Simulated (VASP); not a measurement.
# Cu (P6_3/mmc) in VASP: a series of runs

Runs on Cu. Level: RPBE. Tasks: single point.

Everything below comes from runs of VASP 6.6.1. Logs are shortened: lines on timing, memory, paths and dates and some standing lists are left out, and cuts for length are marked.

### 1 The cell of the first run

Symmetry: P6_3/mmc, No. 194, hexagonal system. Conventional cell: a = 2.599 Å, b = 2.599 Å, c = 8.484 Å, α = 90.00°, β = 90.00°, γ = 120.00°. Cu (site symmetry -3m) has 12 Cu at 2.60 Å within 3.4 Å. Cu (site symmetry -6m2) has 12 Cu at 2.60 Å within 3.4 Å.

### 2 Single point, RPBE

Contents of INCAR:

```
PREC = Accurate
ENCUT = 520
EDIFF = 1E-6
ISMEAR = -1
SIGMA = 0.1
LREAL = False
LASPH = True
NELM = 60
ALGO = Normal
ISIF = 2
LWAVE = False
LCHARG = False
GGA = RP
NBANDS = 30
```

Contents of KPOINTS:

```
regular mesh
0
Gamma
  14 14 4
```

Contents of POSCAR:

```
Cu
1.0
    2.5985481066      0.0000000000      0.0000000000
   -1.2992740533      2.2504086733      0.0000000000
    0.0000000000      0.0000000000      8.4840668103
Cu
4
Direct
    1.0000000000      1.0000000000      0.0000000000
    1.0000000000      0.0000000000      0.5000000000
    0.3333333333      0.6666666667      0.2500000000
    0.6666666667      0.3333333333      0.7500000000
```

Potentials or basis: VASP PAW PBE potentials, release 64 (Cu).

Command:

```sh
cat potpaw_PBE.64/Cu/POTCAR > POTCAR
mpirun -np 1 vasp_std > vasp.out
```

OUTCAR:

```text
PREC = Accurate
   ENCUT = 520
   EDIFF = 1E-6
   ISMEAR = -1
   LREAL = False
   LASPH = True
   NELM = 60
   ISIF = 2
   GGA = RP

 ion  position               nearest neighbor table
   1  0.000  0.000  0.000-   3 2.60   4 2.60   4 2.60   3 2.60   4 2.60   3 2.60
   2  0.000  0.000  0.500-   3 2.60   4 2.60   4 2.60   3 2.60   4 2.60   3 2.60
   3  0.333  0.667  0.250-   1 2.60   2 2.60   1 2.60   2 2.60   1 2.60   2 2.60
   4  0.667  0.333  0.750-   1 2.60   2 2.60   1 2.60   2 2.60   1 2.60   2 2.60

  LATTYP: Found a hexagonal cell.
 ALAT       =     2.5985481066
 C/A-ratio  =     3.2649258210

  Lattice vectors:

 A1 = (   2.5985481066,   0.0000000000,   0.0000000000)
 A2 = (  -1.2992740533,   2.2504086733,   0.0000000000)
 A3 = (   0.0000000000,   0.0000000000,   8.4840668103)

Analysis of symmetry for initial positions (statically):
=====================================================================
 Subroutine PRICEL returns:
 Original cell was already a primitive cell.

 Routine SETGRP: Setting up the symmetry group for a
 hexagonal supercell.

 Subroutine GETGRP returns: Found 24 space group operations
 (whereof 12 operations were pure point group operations)
 out of a pool of 24 trial point group operations.

The static configuration has the point symmetry D_3d.
 The point group associated with its full space group is D_6h.

Analysis of symmetry for dynamics (positions and initial velocities):
=====================================================================
 Subroutine PRICEL returns:
 Original cell was already a primitive cell.

 Routine SETGRP: Setting up the symmetry group for a
 hexagonal supercell.

 Subroutine GETGRP returns: Found 24 space group operations
 (whereof 12 operations were pure point group operations)
 out of a pool of 24 trial point group operations.

The dynamic configuration has the point symmetry D_3d.
 The point group associated with its full space group is D_6h.

 Subroutine INISYM returns: Found 24 space group operations
 (whereof 12 operations are pure point group operations),
 and found     1 'primitive' translations

----------------------------------------------------------------------------------------

                                     Primitive cell

  volume of cell :      49.6131

  direct lattice vectors                    reciprocal lattice vectors
     2.598548107  0.000000000  0.000000000     0.384830282  0.222181867  0.000000000
[... 90 lines left out ...]
   EDIFF  = 0.1E-05   stopping-criterion for ELM
   LREAL  =      F    real-space projection
   EDIFFG = 0.1E-04   stopping-criterion for IOM
   NSW    =      0    number of steps for IOM
   IBRION =     -1    ionic relax: 0-MD 1-quasi-New 2-CG
   NFREE  =      0    steps in history (QN), initial steepest desc. (CG)
   ISIF   =      2    stress and relaxation
   ISYM   =      2    0-nonsym 1-usesym 2-fastsym
   POTIM  = 0.5000    time-step for ionic-motion
   TEBEG  =    0.0;   TEEND  =   0.0 temperature during run
   PSTRESS=    0.0 pullay stress
   NELECT =      44.0000    total number of electrons
   NUPDOWN=      -1.0000    fix difference up-down
   EMIN   =  10.00;   EMAX   =-10.00  energy-range for DOS
   EFERMI =   0.00;   METHOD = LEGACY
   ISMEAR =    -1;   SIGMA  =   0.10  broadening in eV -4-tet -1-fermi 0-gaus
   EFERMI_NEDOS =   21; number of points for ismear=-14 and -15
   IALGO  =     38    algorithm
   IMIX   =      4    mixing-type and parameters
     AMIX     =   0.40;   BMIX     =  1.00
     AMIX_MAG =   1.60;   BMIX_MAG =  1.00
  volume/ion in A,a.u.               =      12.40        83.70
  Fermi-wavevector in a.u.,A,eV,Ry     =   1.572873  2.972299 33.659852  2.473929
  Thomas-Fermi vector in A             =   2.674242
   LORBIT       =      0    0 simple, 1 ext, 2 COOP (PROOUT), +10 PAW based schemes
   GGA     = RP    functional components
   LHFCALC =     F    Hartree Fock is set to
   AEXX    =    0.0000 exact exchange contribution
   IVDW    =     0    specifies the selected vdW correction
   LEPSILON=     F    determine dielectric tensor
   LRPA    =     F    only Hartree local field effects (RPA)
 non-spin polarized calculation
  energy-cutoff  :      520.00
  volume of cell :       49.61
 maximum number of plane-waves:      1362
 NGX is ok and might be reduce to    20
   NGX =  9   NGY =  9   NGZ = 31

 number of electron      44.0000029 magnetization

 Free energy of the ion-electron system (eV)
  ---------------------------------------------------
  ext. energy  EPLUGINS =         0.00000000
  ---------------------------------------------------
  free energy    TOTEN  =       -13.02219663 eV

  energy without entropy =      -12.97588409  energy(sigma->0) =      -12.99904036

 E-fermi :   7.1018     XC(G=0): -12.3065

 val. band max:        7.0728915821   @ k =   0.4286   0.0714   0.5000
 cond. band min:       7.1628448190   @ k =   0.4286   0.0000   0.0000
 fundamental gap:      0.0899532368
 Fermi energy:         7.1017522327

 k-point     1 :       0.0000    0.0000    0.0000
  band No.  band energies     occupation
      1      -1.8249      2.00000
      2       0.2275      2.00000
      3       0.2353      2.00000
      4       2.3495      2.00000
      5       4.0482      2.00000
      6       4.0497      2.00000
[... 781 lines left out ...]
     29      14.2110      0.00000
     30      17.3360      0.00000

 [... further k-points ...]

------------------------ aborting loop because EDIFF is reached ----------------------------------------

  FORCE on cell =-STRESS in cart. coord.  units (eV):
  Direction    XX          YY          ZZ          XY          YZ          ZX
  --------------------------------------------------------------------------------------
  -------------------------------------------------------------------------------------
  Total        0.1596426      0.1596426      0.1456882     -0.0000000      0.0000000      0.0000000
  in kB        5.1554092      5.1554092      4.7047725     -0.0000000      0.0000000      0.0000000
  external PRESSURE =       5.0051970 kB  Pullay stress =       0.0000000 kB

 VOLUME and BASIS-vectors are now :
 -----------------------------------------------------------------------------
  energy-cutoff  :      520.00
  volume of cell :       49.61
      direct lattice vectors                 reciprocal lattice vectors
     2.598548107  0.000000000  0.000000000     0.384830282  0.222181867  0.000000000
    -1.299274053  2.250408673  0.000000000     0.000000000  0.444363734  0.000000000
     0.000000000  0.000000000  8.484066810     0.000000000  0.000000000  0.117868002

 POSITION                                       TOTAL-FORCE (eV/Angst)
 -----------------------------------------------------------------------------------
      0.00000      0.00000      0.00000         0.000000     -0.000000      0.000000
      0.00000      0.00000      4.24203         0.000000     -0.000000      0.000000
     -0.00000      1.50027      2.12102        -0.000000     -0.000000     -0.000000
      1.29927      0.75014      6.36305         0.000000      0.000000      0.000000
 -----------------------------------------------------------------------------------
    total drift:                                0.000000     -0.000000      0.000000

  FREE ENERGIE OF THE ION-ELECTRON SYSTEM (eV)
  ---------------------------------------------------
  free  energy   TOTEN  =       -13.0221966338 eV

  energy  without entropy=      -12.9758840897  energy(sigma->0) =      -12.99904036
```

stdout:

```text
POSCAR found type information on POSCAR Cu
 POSCAR found :  1 types and       4 ions
 scaLAPACK will be used
 -----------------------------------------------------------------------------
|                                                                             |
|                                                                             |
|     You enforced a specific xc type in the INCAR file but a different       |
|     I HOPE YOU KNOW WHAT YOU ARE DOING!                                     |
|                                                                             |
 -----------------------------------------------------------------------------

 LDA part: xc-table for (Slater+PW92), standard interpolation
 POSCAR, INCAR and KPOINTS ok, starting setup
 FFT: planning ... GRIDC
 FFT: planning ... GRID_SOFT
 FFT: planning ... GRID
 WAVECAR not read
 entering main loop
```

Run time: 56 s. Hardware: 1 thread of AMD EPYC 9R45 (Zen 5), shared host; peak memory 0.18 GiB.

What came out:

```
Free energy            : -13.0222 eV
Pressure               : 0.5 GPa
Band gap on the k mesh : zero (band 22 reaches 9.83 eV, above the bottom of band 23 at 5.41 eV)
```

Levels at points of the mesh, in eV from the Fermi level:
| k point | band 19 | band 20 | band 21 | band 22 | band 23 | band 24 | band 25 | band 26 |
| --- | --- | --- | --- | --- | --- | --- | --- | --- |
| (0.00, 0.00, 0.00) | -1.99 | -1.84 | -1.84 | -1.58 | -1.58 | -0.82 | 3.59 | 12.11 |
| (0.50, 0.00, 0.00) | -1.46 | -1.44 | -0.46 | 0.54 | 0.96 | 1.53 | 4.40 | 4.42 |
| (0.00, 0.00, 0.50) | -2.10 | -2.10 | -1.69 | -1.69 | -1.69 | -1.69 | 6.69 | 6.69 |
| (0.50, 0.00, 0.50) | -1.46 | -1.46 | 0.12 | 0.12 | 1.36 | 1.36 | 4.94 | 4.94 |

Caveat: the PAW data sets were made with another functional, which shifts forces and pressure a little.

### 3 Single point, RPBE (volume scaled by 0.88)

Contents of INCAR:

```
ALGO = Normal
EDIFF = 1E-7
ENCUT = 520
GGA = RP
ISIF = 2
ISMEAR = -1
LASPH = True
LCHARG = False
LREAL = False
LWAVE = False
NBANDS = 30
NELM = 60
PREC = Accurate
SIGMA = 0.1
```

Contents of KPOINTS:

```
k-points
0
Gamma
  16 16 5
```

Contents of POSCAR:

```
Cu
1.0
    2.4901469995      0.0000000000      0.0000000000
   -1.2450734997      2.1565305607      0.0000000000
    0.0000000000      0.0000000000      8.1301452367
Cu
4
Direct
    1.0000000000      1.0000000000      0.0000000000
    1.0000000000      0.0000000000      0.5000000000
    0.3333333333      0.6666666667      0.2500000000
    0.6666666667      0.3333333333      0.7500000000
```

Potentials or basis: VASP PAW PBE potentials, release 64 (Cu).

Command:

```sh
cat potpaw_PBE.64/Cu/POTCAR > POTCAR
mpirun -np 1 vasp_std > vasp.out
```

Run time: 77 s. Hardware: 1 thread of AMD EPYC 9R45 (Zen 5), shared host; peak memory 0.18 GiB.

It converged, with:

* Free energy: -12.6432 eV
* Pressure: 22.4 GPa
* Band gap on the k mesh: zero (band 22 reaches 12.38 eV, above the bottom of band 23 at 6.91 eV)

Stress tensor (GPa, compression positive):
```
22.32  0.00  0.00
 0.00 22.32  0.00
 0.00  0.00 22.47
```

Levels at points of the mesh, in eV from the Fermi level:
```csv
k point,band 18,band 19,band 20,band 21,band 22,band 23,band 24,band 25,band 26,band 27
"(0.00, 0.00, 0.00)",-2.23,-2.23,-2.05,-2.05,-1.73,-1.73,-1.22,4.22,13.17,13.17
"(0.50, 0.00, 0.00)",-1.58,-1.58,-1.56,-0.76,0.33,1.06,1.66,5.05,5.06,8.93
```

Caveat: the PAW data sets were made with another functional, which shifts forces and pressure a little.

### 4 Single point, RPBE (volume scaled by 0.92)

Contents of INCAR:

```
PREC     = Accurate       # precision mode
ENCUT    = 520            # plane-wave cutoff, eV
EDIFF    = 1E-6           # SCF threshold, eV
ISMEAR   = -1             # smearing method
SIGMA    = 0.1            # smearing width, eV
LREAL    = False          # projectors in reciprocal space
LASPH    = True           # aspherical terms in the spheres
NELM     = 100            # most SCF steps
ALGO     = Normal         # electronic algorithm
ISIF     = 2              # what is computed and relaxed
LWAVE    = False          # write WAVECAR
LCHARG   = False          # write CHGCAR
GGA      = RP             # functional
NBANDS   = 30             # bands
```

Contents of KPOINTS:

```
Automatic mesh
0
Gamma
  16 16 5
```

Contents of POSCAR:

```
Cu
1.0
    2.5273188529      0.0000000000      0.0000000000
   -1.2636594264      2.1887223300      0.0000000000
    0.0000000000      0.0000000000      8.2515085806
Cu
4
Direct
    1.0000000000      1.0000000000      0.0000000000
    1.0000000000      0.0000000000      0.5000000000
    0.3333333333      0.6666666667      0.2500000000
    0.6666666667      0.3333333333      0.7500000000
```

Command:

```sh
cat potpaw_PBE.64/Cu/POTCAR > POTCAR
mpirun -np 1 vasp_std > vasp.out
```

Wall time 67 s (1 thread of AMD EPYC 9R45 (Zen 5), shared host); peak memory 0.19 GiB.

Results (log left out):

```
Free energy            : -12.8635 eV
Pressure               : 13.4 GPa
Band gap on the k mesh : zero (band 22 reaches 11.71 eV, above the bottom of band 23 at 6.38 eV)
```

Stress tensor (GPa, compression positive):
```
13.35  0.00  0.00
 0.00 13.35  0.00
 0.00  0.00 13.47
```

Levels at points of the mesh, in eV from the Fermi level:
```
           k point  band 18  band 19  band 20  band 21  band 22  band 23  band 24  band 25  band 26  band 27
(0.00, 0.00, 0.00)    -2.15    -2.15    -1.98    -1.98    -1.68    -1.68    -1.08     3.99    12.79    12.79
(0.50, 0.00, 0.00)    -1.54    -1.54    -1.52    -0.65     0.40     1.02     1.61     4.81     4.82     8.70
```

Caveat: the PAW data sets were made with another functional, which shifts forces and pressure a little.

### 5 Single point, RPBE (volume scaled by 0.96)

Contents of INCAR:

```
  PREC = Accurate
  ENCUT = 520
  EDIFF = 1E-6
  ISMEAR = -1
  SIGMA = 0.1
  LREAL = False
  LASPH = True
  NELM = 60
  ALGO = Normal
  ISIF = 2
  LWAVE = False
  LCHARG = False
  GGA = RP
  NBANDS = 30
```

Contents of KPOINTS:

```
regular mesh
0
Gamma
  16 16 5
```

Contents of POSCAR:

```
Cu
1.0
    2.5634282865      0.0000000000      0.0000000000
   -1.2817141432      2.2199940169      0.0000000000
    0.0000000000      0.0000000000      8.3694032028
Cu
4
Direct
    1.0000000000      1.0000000000      0.0000000000
    1.0000000000      0.0000000000      0.5000000000
    0.3333333333      0.6666666667      0.2500000000
    0.6666666667      0.3333333333      0.7500000000
```

Command:

```sh
cat potpaw_PBE.64/Cu/POTCAR > POTCAR
mpirun -np 1 vasp_std > vasp.out
```

Wall time 68 s (1 thread of AMD EPYC 9R45 (Zen 5), shared host); peak memory 0.2 GiB.

It converged, with:

| Item | Value |
| --- | --- |
| Free energy | -12.9835 eV |
| Pressure | 6.2 GPa |
| Band gap on the k mesh | zero (band 22 reaches 11.09 eV, above the bottom of band 23 at 5.90 eV) |

Stress tensor (GPa, compression positive):
```
6.21 0.00 0.00
0.00 6.21 0.00
0.00 0.00 6.30
```

Levels at points of the mesh, in eV from the Fermi level:
```tsv
k point	band 20	band 21	band 22	band 23	band 24	band 25
(0.00, 0.00, 0.00)	-1.91	-1.91	-1.63	-1.63	-0.95	3.78
(0.50, 0.00, 0.00)	-1.49	-0.56	0.47	0.98	1.56	4.59
```

Caveat: the PAW data sets were made with another functional, which shifts forces and pressure a little.

### 6 Overview

| cell | k mesh | gap on the mesh (eV) | pressure (GPa) |
| --- | --- | --- | --- |
| a = 2.599, b = 2.599, c = 8.484 Å, angles 90.0, 90.0, 120.0°, 4 atoms | 14 × 14 × 4 | none | 0.5 |
| a = 2.490, b = 2.490, c = 8.130 Å, angles 90.0, 90.0, 120.0°, 4 atoms | 16 × 16 × 5 | none | 22.4 |
| a = 2.527, b = 2.527, c = 8.252 Å, angles 90.0, 90.0, 120.0°, 4 atoms | 16 × 16 × 5 | none | 13.4 |
| a = 2.563, b = 2.563, c = 8.369 Å, angles 90.0, 90.0, 120.0°, 4 atoms | 16 × 16 × 5 | none | 6.2 |

Alike in all rows: task single point; level RPBE; potentials or basis VASP PAW PBE potentials, release 64 (Cu); no spin polarisation; cutoff (eV) 520; smearing fermi-dirac 0.1 eV.

Caveats: the PAW data sets were made with another functional, which shifts forces and pressure a little.

Total energies depend on the potentials used, so only differences within one code and one set of settings carry meaning.
